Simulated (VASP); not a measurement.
SnH5:

```
CELL_PARAMETERS angstrom
3.08123 0.00000 0.00000
-1.54061 2.66842 0.00000
0.00000 0.00000 8.00756
ATOMIC_POSITIONS crystal
Sn 0.00000 0.00000 0.50000
H 0.50000 0.00000 0.00000
H 0.00000 0.50000 0.00000
H 0.50000 0.50000 0.00000
H 0.00000 0.00000 0.09067
H 0.00000 0.00000 0.90933
```

```yaml
Program: VASP 6.6.1
Task: relaxation of cell and atoms
Functional: PBE
Potentials_or_basis: VASP PAW PBE potentials, release 64 (Sn_d, H)
Cutoff: 600 eV
k_mesh: 6 × 6 × 2
Occupations: gaussian, width 0.1 eV
Spin: no spin polarisation
```

At the start: pressure -5.0 GPa; volume 10.97 Å³/atom.

**Question.** How do energy, volume and symmetry change on relaxing?

**Answer.** Over 37 steps the energy falls by 316.2 meV/atom and the volume is 7.47 Å³/atom (-32.0 %); space group P6/mmm (No. 191, to 0.05 Å).

The path:
```csv
step,energy change (eV),largest force (eV/Å),pressure (GPa),volume (Å³)
1,0.0000,1.0602,-4.99,65.84
2,-0.2466,0.9598,-4.17,62.62
3,-0.8104,1.2393,4.97,53.46
4,29.3638,268.7563,119.41,37.20
5,-0.6677,0.6507,0.91,53.22
6,-0.4157,4.2286,20.75,44.88
7,-0.7055,0.4274,2.03,51.86
8,-0.7345,0.2329,6.45,49.43
9,-1.0515,1.8538,9.23,50.07
10,-1.0564,1.4098,9.19,50.03
11,-1.1833,1.9918,5.55,51.94
12,-1.2305,2.3973,3.80,53.38
13,-1.3318,0.5770,-1.87,55.22
14,-1.3413,0.0792,-0.51,54.73
15,-1.3413,0.1116,-0.59,54.76
16,-1.3462,0.0666,-0.83,54.75
17,-1.3562,0.0735,-1.49,54.72
18,-1.3586,0.4532,-2.47,54.62
19,-1.4295,1.0372,-3.41,54.23
20,-1.1742,2.7359,-1.77,52.69
21,-1.4230,1.3124,-3.29,54.09
22,-1.4233,1.2670,-3.26,54.15
23,-1.4247,1.2550,-3.29,54.14
24,-1.4283,1.2195,-3.38,54.10
25,-1.4329,1.1514,-3.54,54.01
26,-1.4329,1.1035,-3.80,53.84
27,-1.4399,1.0339,-3.85,53.77
28,-1.4590,0.8474,-4.01,53.57
29,-1.4909,0.6290,-4.38,53.18
30,-1.5506,0.5403,-5.21,52.39
31,-1.6307,0.0634,-5.46,50.83
32,-1.7570,0.4442,-4.31,47.78
33,-1.8357,0.0991,6.64,41.98
34,-1.8749,0.2138,1.23,43.96
35,-1.8926,0.0719,1.20,44.16
36,-1.8946,0.0054,1.26,44.25
37,-1.8972,0.0149,0.30,44.79
```

Final structure:
```xyz
6
Lattice="3.1305 0.0000 0.0000 -1.5652 2.7111 0.0000 0.0000 0.0000 5.2780" Properties=species:S:1:pos:R:3 pbc="T T T"
Sn    0.0000    0.0000    2.6390
H     1.5652    0.0000    0.0000
H    -0.7826    1.3555    0.0000
H     0.7826    1.3555    0.0000
H     0.0000    0.0000    0.7614
H     0.0000    0.0000    4.5165
```

Caveat: the k points lie up to 0.60 Å⁻¹ apart in the final cell; the volume moved by over 15 % at a fixed basis, so the end points are rough.
